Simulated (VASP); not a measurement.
# C (P2_1/m) in VASP: single point with r2SCAN

Aim: the single point of C with r2SCAN.

Program: VASP 6.6.1. These are calculated values, not measurements. Logs are shortened: lines on timing, memory, paths and dates and some standing lists are left out, and cuts for length are marked.

## (1) The cell of the first run

Symmetry: P2_1/m, No. 11, monoclinic system. The conventional cell has a = 2.377 Å, b = 7.050 Å, c = 2.458 Å, α = 90.00°, β = 116.74°, γ = 90.00°. C (site symmetry m) has 3 C at 1.37 to 1.46 Å within 1.8 Å. C (site symmetry m) has 3 C at 1.37 to 1.46 Å within 1.8 Å.

## (2) Single point, r2SCAN (strain +0.0750 x Voigt [0, 0, 0, 0, 0, 1])

POSCAR reads:

```
C
1.0
    2.4558907252      0.0920959022      0.0000000000
   -1.1481879717      2.0808158059      0.0000000000
    0.0000000000      0.0000000000      7.0497855834
C
4
Direct
    0.0000000000      0.0000000000      0.0025000000
    0.0000000000      0.0000000000      0.5025000000
    0.3333333333      0.6666666667      0.0025000000
    0.6666666667      0.3333333333      0.5025000000
```

INCAR.step1 reads:

```
  PREC = Accurate
  ENCUT = 520
  ISMEAR = 0
  SIGMA = 0.15
  LREAL = False
  LASPH = True
  NELM = 100
  NBANDS = 16
  GGA = PE
  ALGO = Normal
  EDIFF = 1E-4
  LWAVE = True
  LCHARG = False
```

INCAR.step2 reads:

```
  PREC = Accurate
  ENCUT = 520
  EDIFF = 1E-7
  ISMEAR = 0
  SIGMA = 0.15
  LREAL = False
  LASPH = True
  NELM = 100
  ALGO = Normal
  ISIF = 2
  LWAVE = False
  LCHARG = False
  METAGGA = R2SCAN
  LMIXTAU = True
  NBANDS = 16
  ISTART = 1
```

KPOINTS reads:

```
Automatic mesh
0
Gamma
  24 24 8
```

Potentials or basis: VASP PAW PBE potentials, release 64 (C).

Launch:

```console
$ cat potpaw_PBE.64/C/POTCAR > POTCAR
$ cp INCAR.step1 INCAR
$ mpirun -np 1 vasp_std > vasp.out
$ cp INCAR.step2 INCAR
$ mpirun -np 1 vasp_std > vasp.out
```

OUTCAR:

```text
PREC = Accurate
   ENCUT = 520
   EDIFF = 1E-7
   ISMEAR = 0
   LREAL = False
   LASPH = True
   NELM = 100
   ISIF = 2
   METAGGA = R2SCAN
   ISTART = 1

 ion  position               nearest neighbor table
   1  0.000  0.000  0.002-   3 1.37   3 1.42   3 1.46
   2  0.000  0.000  0.502-   4 1.37   4 1.42   4 1.46
   3  0.333  0.667  0.002-   1 1.37   1 1.42   1 1.46
   4  0.667  0.333  0.502-   2 1.37   2 1.42   2 1.46

  Warning from LATTYP: Monoclinic adjustment (A1->A3, A2->A1, A3->A2)!
  LATTYP: Found a simple monoclinic cell.
 ALAT       =     2.3765794825
 B/A-ratio  =     2.9663580097
 C/A-ratio  =     1.0340983480
 COS(beta)  =    -0.4499768365

  Lattice vectors:

 A1 = (  -1.1481879717,   2.0808158059,   0.0000000000)
 A2 = (   0.0000000000,   0.0000000000,   7.0497855834)
 A3 = (   2.4558907252,   0.0920959022,   0.0000000000)

Analysis of symmetry for initial positions (statically):
=====================================================================
 Subroutine PRICEL returns:
 Original cell was already a primitive cell.

 Routine SETGRP: Setting up the symmetry group for a
 simple monoclinic supercell.

 Subroutine GETGRP returns: Found  4 space group operations
 (whereof  1 operations were pure point group operations)
 out of a pool of  4 trial point group operations.

The static configuration has the point symmetry C_1 .
 The point group associated with its full space group is C_2h.

Analysis of symmetry for dynamics (positions and initial velocities):
=====================================================================
 Subroutine PRICEL returns:
 Original cell was already a primitive cell.

 Routine SETGRP: Setting up the symmetry group for a
 simple monoclinic supercell.

 Subroutine GETGRP returns: Found  4 space group operations
 (whereof  1 operations were pure point group operations)
 out of a pool of  4 trial point group operations.

The dynamic configuration has the point symmetry C_1 .
 The point group associated with its full space group is C_2h.

 Subroutine INISYM returns: Found  4 space group operations
 (whereof  1 operations are pure point group operations),
 and found     1 'primitive' translations

----------------------------------------------------------------------------------------

                                     Primitive cell

  volume of cell :      36.7717

  direct lattice vectors                    reciprocal lattice vectors
     2.455890725  0.092095902  0.000000000     0.398929438  0.220128077  0.000000000
    -1.148187972  2.080815806  0.000000000    -0.017656424  0.470837978  0.000000000
     0.000000000  0.000000000  7.049785583     0.000000000  0.000000000  0.141848286

  length of vectors
     2.457616917  2.376579482  7.049785583     0.455632600  0.471168919  0.141848286

  position of ions in fractional coordinates (direct lattice)
     0.000000000  0.000000000  0.002500000
     0.000000000  0.000000000  0.502500000
     0.333333333  0.666666667  0.002500000
     0.666666667  0.333333333  0.502500000

  ion indices of the primitive-cell ions
   primitive index   ion index
                 1           1
                 2           2
                 3           3
                 4           4

----------------------------------------------------------------------------------------

 KPOINTS: Automatic mesh

Automatic generation of k-mesh.
 Grid dimensions read from file:
 generate k-points for:   24   24    8

 Generating k-lattice:

  Cartesian coordinates                     Fractional coordinates (reciprocal lattice)
     0.016622060  0.009172003  0.000000000     0.041666667  0.000000000  0.000000000
    -0.000735684  0.019618249  0.000000000    -0.000000000  0.041666667  0.000000000
     0.000000000  0.000000000  0.017731036     0.000000000  0.000000000  0.125000000

  Length of vectors
     0.018984692  0.019632038  0.017731036

  Shift w.r.t. Gamma in fractional coordinates (k-lattice)
     0.000000000  0.000000000  0.000000000

 Subroutine IBZKPT returns following result:
 ===========================================

 Found   1450 irreducible k-points:

 Following reciprocal coordinates:
            Coordinates               Weight
  0.000000  0.000000  0.000000      1.000000
  0.041667  0.000000  0.000000      2.000000
  0.083333  0.000000  0.000000      2.000000
  0.125000  0.000000  0.000000      2.000000
  0.166667 -0.000000  0.000000      2.000000
  0.208333  0.000000  0.000000      2.000000
[... 16 lines left out ...]
  0.375000  0.041667  0.000000      2.000000
  0.416667  0.041667  0.000000      2.000000
 [... further k-points ...]
   k-points           NKPTS =   1450   k-points in BZ     NKDIM =   1450   number of bands    NBANDS=     16
   number of dos      NEDOS =    301   number of ions     NIONS =      4
   total plane-waves  NPLWV =  17496
   dimension x,y,z NGX =    18 NGY =   18 NGZ =   54
   dimension x,y,z NGXF=    36 NGYF=   36 NGZF=  108
   ions per type =               4
   NGX,Y,Z   is equivalent  to a cutoff of  12.18, 12.59, 12.73 a.u.
   NGXF,Y,Z  is equivalent  to a cutoff of  24.35, 25.18, 25.47 a.u.
 SYSTEM =  unknown system
   PREC   = accura    normal or accurate (medium, high low for compatibility)
   ISTART =      1    job   : 0-new  1-cont  2-samecut
   ICHARG =      0    charge: 1-file 2-atom 10-const
   ISPIN  =      1    spin polarized calculation?
   LNONCOLLINEAR =      F non collinear calculations
   LSORBIT =      F    spin-orbit coupling
   LASPH  =      T    aspherical Exc in radial PAW
   ENCUT  =  520.0 eV  38.22 Ry    6.18 a.u.   4.57  4.42 13.11*2*pi/ulx,y,z
   NELM   =    100;   NELMIN=  2; NELMDL=  0     # of ELM steps
   EDIFF  = 0.1E-06   stopping-criterion for ELM
   LREAL  =      F    real-space projection
   EDIFFG = 0.1E-05   stopping-criterion for IOM
   NSW    =      0    number of steps for IOM
   IBRION =     -1    ionic relax: 0-MD 1-quasi-New 2-CG
   NFREE  =      0    steps in history (QN), initial steepest desc. (CG)
   ISIF   =      2    stress and relaxation
   ISYM   =      2    0-nonsym 1-usesym 2-fastsym
   POTIM  = 0.5000    time-step for ionic-motion
   TEBEG  =    0.0;   TEEND  =   0.0 temperature during run
   PSTRESS=    0.0 pullay stress
   NELECT =      16.0000    total number of electrons
   NUPDOWN=      -1.0000    fix difference up-down
   EMIN   =  10.00;   EMAX   =-10.00  energy-range for DOS
   EFERMI =   0.00;   METHOD = LEGACY
   ISMEAR =     0;   SIGMA  =   0.15  broadening in eV -4-tet -1-fermi 0-gaus
   EFERMI_NEDOS =   21; number of points for ismear=-14 and -15
   IALGO  =     38    algorithm
   IMIX   =      4    mixing-type and parameters
     AMIX     =   0.40;   BMIX     =  1.00
     AMIX_MAG =   1.60;   BMIX_MAG =  1.00
  volume/ion in A,a.u.               =       9.19        62.04
  Fermi-wavevector in a.u.,A,eV,Ry     =   1.240539  2.344278 20.938501  1.538936
  Thomas-Fermi vector in A             =   2.374975
   LORBIT       =      0    0 simple, 1 ext, 2 COOP (PROOUT), +10 PAW based schemes
   METAGGA = R2SCAN    functional components
   LHFCALC =     F    Hartree Fock is set to
   AEXX    =    0.0000 exact exchange contribution
   IVDW    =     0    specifies the selected vdW correction
   LEPSILON=     F    determine dielectric tensor
   LRPA    =     F    only Hartree local field effects (RPA)
 non-spin polarized calculation
 Gauss-broadening in eV      SIGMA  =   0.15
  energy-cutoff  :      520.00
  volume of cell :       36.77
 maximum number of plane-waves:      1014
   NGX =  9   NGY =  9   NGZ = 27

 number of electron      16.0000001 magnetization

 Free energy of the ion-electron system (eV)
  ---------------------------------------------------
  ext. energy  EPLUGINS =         0.00000000
  ---------------------------------------------------
  free energy    TOTEN  =       -39.45791205 eV

  energy without entropy =      -39.45751420  energy(sigma->0) =      -39.45771313

 E-fermi :   4.3418     XC(G=0): -10.7943

 val. band max:        4.2926423866   @ k =   0.3333   0.3750   0.0000
 cond. band min:       4.3911261325   @ k =   0.3333   0.3750   0.0000
 fundamental gap:      0.0984837458
 Fermi energy:         4.3418375501

 k-point     1 :       0.0000    0.0000    0.0000
  band No.  band energies     occupation
      1     -16.6908      2.00000
      2     -16.4919      2.00000
      3      -4.5959      2.00000
      4      -3.0405      2.00000
      5       0.8952      2.00000
      6       0.9033      2.00000
[... 8 lines left out ...]
     15      16.6919      0.00000
     16      16.8536      0.00000

 k-point     2 :       0.0417    0.0000    0.0000
  band No.  band energies     occupation
      1     -16.6498      2.00000
      2     -16.4515      2.00000
      3      -4.5464      2.00000
      4      -2.9935      2.00000
      5       0.6839      2.00000
      6       0.6981      2.00000
[... 8 lines left out ...]
     15      16.5098      0.00000
     16      16.6923      0.00000

 k-point     3 :       0.0833    0.0000    0.0000
  band No.  band energies     occupation
      1     -16.5269      2.00000
      2     -16.3300      2.00000
      3      -4.3981      2.00000
      4      -2.8526      2.00000
      5       0.0975      2.00000
      6       0.1226      2.00000
[... 8 lines left out ...]
     15      15.9832      0.00000
     16      16.2341      0.00000

 k-point     4 :       0.1250    0.0000    0.0000
  band No.  band energies     occupation
      1     -16.3225      2.00000
      2     -16.1281      2.00000
      3      -4.1520      2.00000
      4      -2.6194      2.00000
      5      -0.7625      2.00000
      6      -0.7256      2.00000
[... 8 lines left out ...]
     15      15.1775      0.00000
     16      15.5767      0.00000

 k-point     5 :       0.1667   -0.0000    0.0000
  band No.  band energies     occupation
      1     -16.0374      2.00000
      2     -15.8463      2.00000
      3      -3.8097      2.00000
      4      -2.2962      2.00000
      5      -1.7943      2.00000
      6      -1.7454      2.00000
[... 8 lines left out ...]
     15      15.9017      0.00000
     16      15.9539      0.00000

 k-point     6 :       0.2083    0.0000    0.0000
  band No.  band energies     occupation
      1     -15.6726      2.00000
      2     -15.4860      2.00000
      3      -3.3740      2.00000
      4      -2.9200      2.00000
      5      -2.8594      2.00000
      6      -1.8871      2.00000
[... 8 lines left out ...]
     15      16.9725      0.00000
     16      17.0495      0.00000
[... 267 lines left out ...]
 k-point    21 :       0.2917    0.0417    0.0000
  band No.  band energies     occupation
      1     -14.4141      2.00000
      2     -14.2431      2.00000
      3      -5.7591      2.00000
      4      -5.6719      2.00000
      5      -1.8945      2.00000
      6      -1.2466      2.00000
[... 8 lines left out ...]
     15      19.5282      0.00000
     16      20.7617      0.00000

 k-point    22 :       0.3333    0.0417    0.0000
  band No.  band energies     occupation
      1     -13.7971      2.00000
      2     -13.6347      2.00000
      3      -6.8783      2.00000
      4      -6.7818      2.00000
      5      -1.5208      2.00000
      6      -1.4885      2.00000
[... 8 lines left out ...]
     15      19.0460      0.00000
     16      21.9609      0.00000

 k-point    23 :       0.3750    0.0417    0.0000
  band No.  band energies     occupation
      1     -13.1272      2.00000
      2     -12.9760      2.00000
      3      -7.9337      2.00000
      4      -7.8303      2.00000
      5      -1.7301      2.00000
      6      -1.6973      2.00000
[... 8 lines left out ...]
     15      18.1545      0.00000
     16      21.1738      0.00000

 k-point    24 :       0.4167    0.0417    0.0000
  band No.  band energies     occupation
      1     -12.4403      2.00000
      2     -12.3076      2.00000
      3      -8.8756      2.00000
      4      -8.7728      2.00000
      5      -1.8687      2.00000
      6      -1.8356      2.00000
[... 8 lines left out ...]
     15      18.3301      0.00000
     16      20.5390      0.00000

 [... further k-points ...]

------------------------ aborting loop because EDIFF is reached ----------------------------------------

  FORCE on cell =-STRESS in cart. coord.  units (eV):
  Direction    XX          YY          ZZ          XY          YZ          ZX
  --------------------------------------------------------------------------------------
  -------------------------------------------------------------------------------------
  Total        0.9239128      0.8914768     -0.0214477     -7.8629002      0.0000000      0.0000000
  in kB       40.2557671     38.8425014     -0.9344958   -342.5941025      0.0000000      0.0000000
  external PRESSURE =      26.0545909 kB  Pullay stress =       0.0000000 kB

 VOLUME and BASIS-vectors are now :
 -----------------------------------------------------------------------------
  energy-cutoff  :      520.00
  volume of cell :       36.77
      direct lattice vectors                 reciprocal lattice vectors
     2.455890725  0.092095902  0.000000000     0.398929438  0.220128077  0.000000000
    -1.148187972  2.080815806  0.000000000    -0.017656424  0.470837978  0.000000000
     0.000000000  0.000000000  7.049785583     0.000000000  0.000000000  0.141848286

 POSITION                                       TOTAL-FORCE (eV/Angst)
 -----------------------------------------------------------------------------------
      0.00000      0.00000      0.01762        -0.866346      0.177514      0.000000
      0.00000      0.00000      3.54252         0.866346     -0.177514      0.000000
      0.05317      1.41791      0.01762         0.871192     -0.177541      0.000000
      1.25453      0.75500      3.54252        -0.871192      0.177541      0.000000
 -----------------------------------------------------------------------------------
    total drift:                                0.000000      0.000000      0.000003

  FREE ENERGIE OF THE ION-ELECTRON SYSTEM (eV)
  ---------------------------------------------------
  free  energy   TOTEN  =       -39.4579120524 eV

  energy  without entropy=      -39.4575142025  energy(sigma->0) =      -39.45771313
```

Run time: 35 min. Hardware: 1 thread of Oxide Virtual Turin-like, shared host; peak memory 0.6 GiB.

What came out:

- Free energy: -39.4579 eV
- Pressure: 2.6 GPa
- Largest force: 0.889 eV/Å

Forces in eV/Å, atoms in the order of the input:
```
C   -0.866  0.178  0.000
C    0.866 -0.178  0.000
C    0.871 -0.178  0.000
C   -0.871  0.178  0.000
```

Caveat: the cell differs from its parent crystal (strain +0.0750 x Voigt [0, 0, 0, 0, 0, 1]); the PAW data sets were made with another functional, which shifts forces and pressure a little.
